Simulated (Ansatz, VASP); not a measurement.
## BN: VASP beside Ansatz

The input INCAR:

```
  PREC = Accurate
  ENCUT = 520
  EDIFF = 1E-6
  ISMEAR = 0
  SIGMA = 0.05
  LREAL = F
  LASPH = T
  NELM = 60
  ALGO = Normal
  ISIF = 2
  LWAVE = F
  LCHARG = F
  NBANDS = 11
```

The input KPOINTS:

```
regular mesh
0
Gamma
  12 12 12
```

The input POSCAR:

```
BN
1.0
    0.0000000000      1.7563072008      1.9319379209
    1.7563072008      0.0000000000      1.9319379209
    1.7563072008      1.7563072008      0.0000000000
B N
1 1
Direct
    0.0000000000      0.0000000000      0.0000000000
    0.7500000000      0.7500000000      0.7500000000
```

Input for Ansatz:

```yaml
crystal:
  lattice:
    - [0.0, 1.7563072008, 1.9319379209]
    - [1.7563072008, 0.0, 1.9319379209]
    - [1.7563072008, 1.7563072008, 0.0]
  atoms:
    - { symbol: B, position: [0.0, 0.0, 0.0] }
    - { symbol: "N", position: [0.75, 0.75, 0.75] }
basis:
  ecutwfc: 420
kpoints:
  mp_grid: { grid: [12, 12, 12] }
hamiltonian:
  xc: lda
scf:
  occupations: { method: gaussian, width: 0.05 }
output:
  forces: true
  stress: true
  eigenvalues: true
```

Alike in both runs: task single point; functional LDA; k mesh 12 × 12 × 12; occupations gaussian, width 0.05 eV; no spin polarisation.

|  | VASP | Ansatz |
| --- | --- | --- |
| version | VASP 6.6.1 | Ansatz 0.2.0 |
| potentials or method | VASP PAW LDA potentials, release 64 (B, N), cutoff 520 eV | scalar-relativistic, plane waves, PAW |
| valence electrons in the cell | 8 | 8 |

Ansatz gave:

- gap on the k mesh at the Fermi level (eV): 3.49
- least direct gap on the mesh (eV): 8.08
- pressure (GPa): -14.2
- traceless stress, the component that is largest in VASP (GPa): -43.88

Problem. Estimate VASP's values.

Solution. gap on the k mesh at the Fermi level (eV): 3.47; least direct gap on the mesh (eV): 8.07; pressure (GPa): -13.3; traceless stress, the component that is largest in VASP (GPa): -43.88.

LDA's correlation is that of Perdew and Zunger in VASP and of Perdew and Wang (1992) in Ansatz.
